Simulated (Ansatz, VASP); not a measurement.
P: VASP beside Ansatz

Contents of INCAR:

```
SYSTEM = P
ALGO = Normal
EDIFF = 1E-6
ENCUT = 520
GGA = PE
ISIF = 2
ISMEAR = -1
LASPH = .TRUE.
LCHARG = .FALSE.
LREAL = .FALSE.
LWAVE = .FALSE.
NBANDS = 18
NELM = 60
PREC = Accurate
SIGMA = 0.1
```

The input KPOINTS:

```
k-points
0
G
  15 15 4
  0 0 0
```

Contents of POSCAR:

```
P
1.0
    2.6655033436      0.0000000000      0.0000000000
   -1.3327516718      2.3083936094      0.0000000000
    0.0000000000      0.0000000000      9.9525023355
P
4
Direct
    0.0000000000      1.0000000000      0.0000000000
    0.0000000000      1.0000000000      0.5000000000
    0.3333333333      0.6666666667      0.2500000000
    0.6666666667      0.3333333333      0.7500000000
```

Input for Ansatz:

```yaml
crystal:
  lattice:
    - [2.6655033436, 0.0, 0.0]
    - [-1.3327516718, 2.3083936094, 0.0]
    - [0.0, 0.0, 9.9525023355]
  atoms:
    - { symbol: P, position: [0.0, 1.0, 0.0] }
    - { symbol: P, position: [0.0, 1.0, 0.5] }
    - { symbol: P, position: [0.3333333333, 0.6666666667, 0.25] }
    - { symbol: P, position: [0.6666666667, 0.3333333333, 0.75] }
hamiltonian:
  xc: pbe
  pseudopotentials:
    kind: paw
    azcp:
      P: "pseudopotentials/P.paw.azcp"
basis:
  ecutwfc: 420
  fft_grid_basis: typed
kpoints:
  mp_grid: { grid: [15, 15, 4], shift: [0, 0, 0] }
magnetization:
  spin_polarized: false
scf:
  occupations: { method: fermi_dirac, width: 0.1 }
  lower_state_search: "off"
output:
  stress: true
```

Alike in both runs: task single point; functional PBE; k mesh 15 × 15 × 4; occupations fermi-dirac, width 0.1 eV; no spin polarisation.

```csv
,VASP,Ansatz
version,VASP 6.6.1,Ansatz 0.2.0
potentials or method,"VASP PAW PBE potentials, release 64 (P), cutoff 520 eV","plane waves (420 eV) with PAW, scalar-relativistic"
valence electrons in the cell,20,20
```

```csv
,VASP,Ansatz,Ansatz less VASP
pressure (GPa),-3.6,-3.5,+0.16
"traceless stress, the component that is largest in VASP (GPa)",0.85,0.79,-0.052
```
